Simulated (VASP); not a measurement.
# TiTe2 in VASP: a series of runs

The runs below take TiTe2 through electric field gradients, single point, with PBEsol.

All numbers are computed with VASP 6.6.1; they aren't measurements. Logs are shortened: lines on timing, memory, paths and dates and some standing lists are left out, and cuts for length are marked.

### Step 1. The cell of the first run

Symmetry: P-3m1, No. 164, trigonal system. The conventional cell has a = 3.777 Å, b = 3.777 Å, c = 6.498 Å, α = 90.00°, β = 90.00°, γ = 120.00°. Within 3.8 Å of Ti (site symmetry -3m) lie 6 Te at 2.77 Å and 6 Ti at 3.78 Å. Within 3.8 Å of Te (site symmetry 3m) lie 3 Ti at 2.77 Å and 9 Te at 3.78 Å.

### Step 2. Electric field gradients, PBEsol

Contents of INCAR:

```
SYSTEM = TiTe2
PREC     = Accurate       ! precision mode
ENCUT    = 520            ! plane-wave cutoff, eV
EDIFF    = 1E-8           ! SCF threshold, eV
ISMEAR   = -1             ! smearing method
SIGMA    = 0.03           ! smearing width, eV
LREAL    = .False.        ! projectors in reciprocal space
LASPH    = .True.         ! aspherical terms in the spheres
NELM     = 60             ! most SCF steps
ALGO     = Normal         ! electronic algorithm
ISIF     = 2              ! what is computed and relaxed
LWAVE    = .False.        ! write WAVECAR
LCHARG   = .False.        ! write CHGCAR
GGA      = PS             ! functional
LEFG     = .True.       
NBANDS   = 19             ! bands
```

Contents of KPOINTS:

```
regular mesh
0
Gamma
  13 13 7
  0 0 0
```

Contents of POSCAR:

```
TiTe2
1.0
    3.7770008876      0.0000000000      0.0000000000
   -1.8885004438      3.2709787188      0.0000000000
    0.0000000000      0.0000000000      6.4980000000
Ti Te
1 2
Direct
    0.0000000000      0.0000000000      0.0000000000
    0.6666666667      0.3333333333      0.2628000000
    0.3333333333      0.6666666667      0.7372000000
```

Potentials or basis: VASP PAW PBE potentials, release 64 (Ti_sv, Te).

Run with:

```
> cat potpaw_PBE.64/Ti_sv/POTCAR potpaw_PBE.64/Te/POTCAR > POTCAR
> mpirun -np 1 vasp_std > vasp.out
```

OUTCAR:

```text
SYSTEM = TiTe2
   PREC = Accurate
   ENCUT = 520
   EDIFF = 1E-8
   ISMEAR = -1
   LREAL = .False.
   LASPH = .True.
   NELM = 60
   ISIF = 2
   GGA = PS

 ion  position               nearest neighbor table
   1  0.000  0.000  0.000-   2 2.77   3 2.77   2 2.77   3 2.77   2 2.77   3 2.77
   2  0.667  0.333  0.263-   1 2.77   1 2.77   1 2.77
   3  0.333  0.667  0.737-   1 2.77   1 2.77   1 2.77

  LATTYP: Found a hexagonal cell.
 ALAT       =     3.7770008876
 C/A-ratio  =     1.7204126219

  Lattice vectors:

 A1 = (   3.7770008876,   0.0000000000,   0.0000000000)
 A2 = (  -1.8885004438,   3.2709787188,   0.0000000000)
 A3 = (   0.0000000000,   0.0000000000,   6.4980000000)

Analysis of symmetry for initial positions (statically):
=====================================================================
 Subroutine PRICEL returns:
 Original cell was already a primitive cell.

 Routine SETGRP: Setting up the symmetry group for a
 hexagonal supercell.

 Subroutine GETGRP returns: Found 12 space group operations
 (whereof 12 operations were pure point group operations)
 out of a pool of 24 trial point group operations.

The static configuration has the point symmetry D_3d.

Analysis of symmetry for dynamics (positions and initial velocities):
=====================================================================
 Subroutine PRICEL returns:
 Original cell was already a primitive cell.

 Routine SETGRP: Setting up the symmetry group for a
 hexagonal supercell.

 Subroutine GETGRP returns: Found 12 space group operations
 (whereof 12 operations were pure point group operations)
 out of a pool of 24 trial point group operations.

The dynamic configuration has the point symmetry D_3d.

 Subroutine INISYM returns: Found 12 space group operations
 (whereof 12 operations are pure point group operations),
 and found     1 'primitive' translations

----------------------------------------------------------------------------------------

                                     Primitive cell

  volume of cell :      80.2795

  direct lattice vectors                    reciprocal lattice vectors
     3.777000888  0.000000000  0.000000000     0.264760330  0.152859448  0.000000000
    -1.888500444  3.270978719  0.000000000     0.000000000  0.305718895  0.000000000
     0.000000000  0.000000000  6.498000000     0.000000000  0.000000000  0.153893506

  length of vectors
     3.777000888  3.777000888  6.498000000     0.305718895  0.305718895  0.153893506

  position of ions in fractional coordinates (direct lattice)
     0.000000000  0.000000000  0.000000000
     0.666666667  0.333333333  0.262800000
     0.333333333  0.666666667  0.737200000

  ion indices of the primitive-cell ions
   primitive index   ion index
                 1           1
                 2           2
                 3           3

----------------------------------------------------------------------------------------

 KPOINTS: regular mesh

Automatic generation of k-mesh.
 Grid dimensions read from file:
 generate k-points for:   13   13    7

 Generating k-lattice:

  Cartesian coordinates                     Fractional coordinates (reciprocal lattice)
     0.020366179  0.011758419  0.000000000     0.076923077 -0.000000000  0.000000000
     0.000000000  0.023516838  0.000000000     0.000000000  0.076923077  0.000000000
     0.000000000  0.000000000  0.021984787     0.000000000  0.000000000  0.142857143

  Length of vectors
     0.023516838  0.023516838  0.021984787

  Shift w.r.t. Gamma in fractional coordinates (k-lattice)
     0.000000000  0.000000000  0.000000000

 Subroutine IBZKPT returns following result:
 ===========================================

 Found    126 irreducible k-points:

 Following reciprocal coordinates:
            Coordinates               Weight
  0.000000  0.000000  0.000000      1.000000
  0.076923 -0.000000  0.000000      6.000000
  0.153846  0.000000  0.000000      6.000000
  0.230769 -0.000000  0.000000      6.000000
  0.307692  0.000000  0.000000      6.000000
  0.384615  0.000000  0.000000      6.000000
[... 16 lines left out ...]
  0.076923 -0.000000  0.142857      6.000000
  0.000000  0.076923  0.142857      6.000000
 [... further k-points ...]
   k-points           NKPTS =    126   k-points in BZ     NKDIM =    126   number of bands    NBANDS=     19
   number of dos      NEDOS =    301   number of ions     NIONS =      3
   total plane-waves  NPLWV =  37632
   dimension x,y,z NGX =    28 NGY =   28 NGZ =   48
   dimension x,y,z NGXF=    56 NGYF=   56 NGZF=   96
   ions per type =               1   2
   NGX,Y,Z   is equivalent  to a cutoff of  12.32, 12.32, 12.28 a.u.
   NGXF,Y,Z  is equivalent  to a cutoff of  24.65, 24.65, 24.56 a.u.
 SYSTEM =  TiTe2
   PREC   = accura    normal or accurate (medium, high low for compatibility)
   ISTART =      0    job   : 0-new  1-cont  2-samecut
   ICHARG =      2    charge: 1-file 2-atom 10-const
   ISPIN  =      1    spin polarized calculation?
   LNONCOLLINEAR =      F non collinear calculations
   LSORBIT =      F    spin-orbit coupling
   LASPH  =      T    aspherical Exc in radial PAW
   ENCUT  =  520.0 eV  38.22 Ry    6.18 a.u.   7.02  7.02 12.08*2*pi/ulx,y,z
   NELM   =     60;   NELMIN=  2; NELMDL= -5     # of ELM steps
   EDIFF  = 0.1E-07   stopping-criterion for ELM
   LREAL  =      F    real-space projection
   EDIFFG = 0.1E-06   stopping-criterion for IOM
   NSW    =      0    number of steps for IOM
   IBRION =     -1    ionic relax: 0-MD 1-quasi-New 2-CG
   NFREE  =      0    steps in history (QN), initial steepest desc. (CG)
   ISIF   =      2    stress and relaxation
   ISYM   =      2    0-nonsym 1-usesym 2-fastsym
   POTIM  = 0.5000    time-step for ionic-motion
   TEBEG  =    0.0;   TEEND  =   0.0 temperature during run
   PSTRESS=    0.0 pullay stress
   NELECT =      24.0000    total number of electrons
   NUPDOWN=      -1.0000    fix difference up-down
   EMIN   =  10.00;   EMAX   =-10.00  energy-range for DOS
   EFERMI =   0.00;   METHOD = LEGACY
   ISMEAR =    -1;   SIGMA  =   0.03  broadening in eV -4-tet -1-fermi 0-gaus
   EFERMI_NEDOS =   21; number of points for ismear=-14 and -15
   IALGO  =     38    algorithm
   IMIX   =      4    mixing-type and parameters
     AMIX     =   0.40;   BMIX     =  1.00
     AMIX_MAG =   1.60;   BMIX_MAG =  1.00
  volume/ion in A,a.u.               =      26.76       180.58
  Fermi-wavevector in a.u.,A,eV,Ry     =   1.094655  2.068597 16.303433  1.198269
  Thomas-Fermi vector in A             =   2.230963
   LORBIT       =      0    0 simple, 1 ext, 2 COOP (PROOUT), +10 PAW based schemes
   GGA     = PS    functional components
   LHFCALC =     F    Hartree Fock is set to
   AEXX    =    0.0000 exact exchange contribution
   IVDW    =     0    specifies the selected vdW correction
   LEPSILON=     F    determine dielectric tensor
   LRPA    =     F    only Hartree local field effects (RPA)
 non-spin polarized calculation
  energy-cutoff  :      520.00
  volume of cell :       80.28
 maximum number of plane-waves:      2179
   NGX = 13   NGY = 13   NGZ = 25

 number of electron      23.9999998 magnetization

 Free energy of the ion-electron system (eV)
  ---------------------------------------------------
  ext. energy  EPLUGINS =         0.00000000
  ---------------------------------------------------
  free energy    TOTEN  =       -17.51352498 eV

  energy without entropy =      -17.50961259  energy(sigma->0) =      -17.51156879

 E-fermi :   6.6983     XC(G=0): -10.0048

 val. band max:        6.6974752990   @ k =   0.0000   0.4615   0.1429
 cond. band min:       6.7114532866   @ k =   0.0000   0.0769   0.1429
 fundamental gap:      0.0139779877
 Fermi energy:         6.6982614464

 k-point     1 :       0.0000    0.0000    0.0000
  band No.  band energies     occupation
      1     -50.5620      2.00000
      2     -26.9211      2.00000
      3     -26.9211      2.00000
      4     -26.8786      2.00000
      5      -5.7359      2.00000
      6      -4.2272      2.00000
[... 11 lines left out ...]
     18      11.7244      0.00000
     19      12.5029      0.00000

 k-point     2 :       0.0769   -0.0000    0.0000
  band No.  band energies     occupation
      1     -50.5619      2.00000
      2     -26.9236      2.00000
      3     -26.9217      2.00000
      4     -26.8780      2.00000
      5      -5.6701      2.00000
      6      -4.1932      2.00000
[... 11 lines left out ...]
     18      12.2217      0.00000
     19      12.8646      0.00000

 k-point     3 :       0.1538    0.0000    0.0000
  band No.  band energies     occupation
      1     -50.5614      2.00000
      2     -26.9304      2.00000
      3     -26.9233      2.00000
      4     -26.8764      2.00000
      5      -5.4774      2.00000
      6      -4.0973      2.00000
[... 11 lines left out ...]
     18      12.7320      0.00000
     19      13.4788      0.00000

 k-point     4 :       0.2308   -0.0000    0.0000
  band No.  band energies     occupation
      1     -50.5607      2.00000
      2     -26.9400      2.00000
      3     -26.9255      2.00000
      4     -26.8742      2.00000
      5      -5.1734      2.00000
      6      -3.9589      2.00000
[... 407 lines left out ...]
     18      11.7838      0.00000
     19      12.8805      0.00000

 k-point    23 :       0.0769   -0.0000    0.1429
  band No.  band energies     occupation
      1     -50.5619      2.00000
      2     -26.9236      2.00000
      3     -26.9217      2.00000
      4     -26.8780      2.00000
      5      -5.6174      2.00000
      6      -4.2954      2.00000
[... 11 lines left out ...]
     18      12.2552      0.00000
     19      13.2320      0.00000

 k-point    24 :       0.0000    0.0769    0.1429
  band No.  band energies     occupation
      1     -50.5619      2.00000
      2     -26.9236      2.00000
      3     -26.9217      2.00000
      4     -26.8780      2.00000
      5      -5.6170      2.00000
      6      -4.2964      2.00000
[... 11 lines left out ...]
     18      12.2714      0.00000
     19      13.1998      0.00000

 [... further k-points ...]

------------------------ aborting loop because EDIFF is reached ----------------------------------------

  FORCE on cell =-STRESS in cart. coord.  units (eV):
  Direction    XX          YY          ZZ          XY          YZ          ZX
  --------------------------------------------------------------------------------------
  -------------------------------------------------------------------------------------
  Total       -1.2874617     -1.2874617     -0.7550087      0.0000000     -0.0000000      0.0000000
  in kB      -25.6945132    -25.6945132    -15.0680844      0.0000000     -0.0000000      0.0000000
  external PRESSURE =     -22.1523703 kB  Pullay stress =       0.0000000 kB

 VOLUME and BASIS-vectors are now :
 -----------------------------------------------------------------------------
  energy-cutoff  :      520.00
  volume of cell :       80.28
      direct lattice vectors                 reciprocal lattice vectors
     3.777000888  0.000000000  0.000000000     0.264760330  0.152859448  0.000000000
    -1.888500444  3.270978719  0.000000000     0.000000000  0.305718895  0.000000000
     0.000000000  0.000000000  6.498000000     0.000000000  0.000000000  0.153893506

 POSITION                                       TOTAL-FORCE (eV/Angst)
 -----------------------------------------------------------------------------------
      0.00000      0.00000      0.00000         0.000000      0.000000      0.000000
      1.88850      1.09033      1.70767        -0.000000      0.000000     -0.090195
     -0.00000      2.18065      4.79033         0.000000     -0.000000      0.090195
 -----------------------------------------------------------------------------------
    total drift:                                0.000000     -0.000000      0.000000

  FREE ENERGIE OF THE ION-ELECTRON SYSTEM (eV)
  ---------------------------------------------------
  free  energy   TOTEN  =       -17.5135249849 eV

  energy  without entropy=      -17.5096125873  energy(sigma->0) =      -17.51156879

 Electric field gradients (V/A^2)
---------------------------------------------------------------------
 ion       V_xx      V_yy      V_zz      V_xy      V_xz      V_yz
---------------------------------------------------------------------
   1      13.818    13.820   -27.637     0.002     0.000    -0.000
   2      30.337    30.337   -60.673    -0.000     0.000    -0.000
   3      30.337    30.337   -60.673    -0.000     0.000    -0.000
---------------------------------------------------------------------

 Electric field gradients after diagonalization (V/A^2)
 (convention: |V_zz| > |V_xx| > |V_yy|)
----------------------------------------------------------------------
 ion       V_xx      V_yy      V_zz     asymmetry (V_yy - V_xx)/ V_zz
----------------------------------------------------------------------
   1      13.821    13.817   -27.637       0.000
   2      30.337    30.337   -60.673       0.000
   3      30.337    30.337   -60.673       0.000
----------------------------------------------------------------------

           NMR quadrupolar parameters

 Cq : quadrupolar parameter    Cq=e*Q*V_zz/h
 eta: asymmetry parameters     (V_yy - V_xx)/ V_zz
 Q  : nuclear electric quadrupole moment in mb (millibarn)
----------------------------------------------------------------------
 ion       Cq(MHz)       eta       Q (mb)
----------------------------------------------------------------------
   1      -0.067       0.000       1.000
   2      -0.147       0.000       1.000
   3      -0.147       0.000       1.000
----------------------------------------------------------------------
```

Wall time 1.8 min (1 thread of AMD EPYC 9R45 (Zen 5), shared host); peak memory 0.29 GiB.

What came out:

- Free energy: -17.5135 eV
- Pressure: -2.2 GPa
- Largest force: 0.090 eV/Å
- Band gap on the k mesh: zero (bands 12 and 13 overlap by 0.66 eV)
- Largest electric field gradient by atom: Ti -27.6; Te -60.7 V/Å²

Forces on the atoms (eV/Å):
```
Ti   0.000  0.000  0.000
Te   0.000  0.000 -0.090
Te   0.000  0.000  0.090
```

Electric field gradients, principal values (V/Å²):
```
atom   least  middle  greatest (by size)
1 Ti  13.817  13.821             -27.637
2 Te  30.337  30.337             -60.673
3 Te  30.337  30.337             -60.673
```

Caveat: without QUAD_EFG the Cq values of the log hold for a quadrupole moment of 1 mb, not for the nuclei; the PAW data sets were made with another functional, which shifts forces and pressure a little; spin-orbit coupling is left out, which moves the levels of the heavy elements; this functional lacks dispersion, which binds the layers, so the pressure and a relaxed spacing across them are unreliable.

### Step 3. Single point, PBEsol

POSCAR is that of step 2.

Contents of INCAR.step1:

```
PREC     = Accurate       # precision mode
ENCUT    = 520            # plane-wave cutoff, eV
EDIFF    = 1E-6           # SCF threshold, eV
ISMEAR   = -1             # smearing method
SIGMA    = 0.03           # smearing width, eV
LREAL    = F              # projectors in reciprocal space
LASPH    = T              # aspherical terms in the spheres
NELM     = 100            # most SCF steps
ALGO     = Normal         # electronic algorithm
ISIF     = 2              # what is computed and relaxed
LWAVE    = F              # write WAVECAR
LCHARG   = T              # write CHGCAR
LMAXMIX  = 4              # l up to which the mixer works
GGA      = PS             # functional
NBANDS   = 19             # bands
```

Contents of KPOINTS.step1:

```
Automatic mesh
0
Gamma
  13 13 7
```

Contents of INCAR.step2:

```
PREC     = Accurate       # precision mode
ENCUT    = 520            # plane-wave cutoff, eV
EDIFF    = 1E-6           # SCF threshold, eV
ISMEAR   = -5             # smearing method
SIGMA    = 0.03           # smearing width, eV
LREAL    = F              # projectors in reciprocal space
LASPH    = T              # aspherical terms in the spheres
NELM     = 100            # most SCF steps
ALGO     = Normal         # electronic algorithm
ISIF     = 2              # what is computed and relaxed
LWAVE    = F              # write WAVECAR
LCHARG   = F              # write CHGCAR
LMAXMIX  = 4              # l up to which the mixer works
GGA      = PS             # functional
LORBIT   = 11             # projections on sites
NBANDS   = 19             # bands
NEDOS    = 2001           # points of the DOS
ICHARG   = 11             # starting density
```

Contents of KPOINTS.step2:

```
Automatic mesh
0
Gamma
  20 20 11
```

Potentials or basis: VASP PAW PBE potentials, release 64 (Ti_sv, Te).

Run with:

```
> cat potpaw_PBE.64/Ti_sv/POTCAR potpaw_PBE.64/Te/POTCAR > POTCAR
> cp INCAR.step1 INCAR
> cp KPOINTS.step1 KPOINTS
> mpirun -np 1 vasp_std > vasp.out
> cp INCAR.step2 INCAR
> cp KPOINTS.step2 KPOINTS
> mpirun -np 1 vasp_std > vasp.out
```

Run time: 4.4 min. Hardware: 1 thread of AMD EPYC 9R45 (Zen 5), shared host; peak memory 0.65 GiB.

The run converged. Its results:

* Valence electrons inside the program's atomic spheres: Ti 10.16; Te 3.41

Levels at points of the mesh, in eV from the Fermi level:
```
           k point  band 8  band 9  band 10  band 11  band 12  band 13  band 14  band 15  band 16  band 17
(0.00, 0.00, 0.00)   -1.71   -1.71     0.29     0.35     0.35     0.56     1.05     1.05     3.04     3.04
(0.50, 0.00, 0.00)   -3.74   -2.75    -2.44    -1.78    -1.17    -0.03     1.10     1.42     2.37     3.33
```

Caveat: the PAW data sets were made with another functional, which shifts forces and pressure a little; spin-orbit coupling is left out, which moves the levels of the heavy elements; this functional lacks dispersion, which binds the layers, so the pressure and a relaxed spacing across them are unreliable; tetrahedron occupations give inexact forces and stress in metals.

(Continued in part 2 of 2.)
